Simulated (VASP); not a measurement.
**ZrH3: single point with PBEsol**

The system is ZrH3.

```
Zr H
1.0
     3.12604    0.00000    0.00000
     0.00000    3.12604    0.00000
     0.00000    0.00000    3.12604
Zr H
1 3
Direct
  0.00000 0.00000 0.00000
  0.00000 0.50000 0.50000
  0.50000 0.00000 0.50000
  0.50000 0.50000 0.00000
```

```
Program             : VASP 6.6.1
Task                : single point
Functional          : PBEsol
Potentials or basis : VASP PAW PBE potentials, release 64 (Zr_sv, H)
Cutoff              : 500 eV
k mesh              : 7 × 7 × 7
Occupations         : methfessel-paxton, width 0.05 eV
Spin                : no spin polarisation
```

```yaml
Pressure: -4.6 GPa
```

Levels at points of the mesh, in eV from the Fermi level:
```
           k point  band 5  band 6  band 7  band 8  band 9  band 10
(0.00, 0.00, 0.00)  -10.28   -4.25   -4.25    3.62    3.62     3.62
```

Run time: 14 s on 1 thread of Intel Xeon 8259CL, on a shared host, peak memory 0.14 GiB.

Caveat: the PAW data sets were made with another functional, which shifts forces and pressure a little.
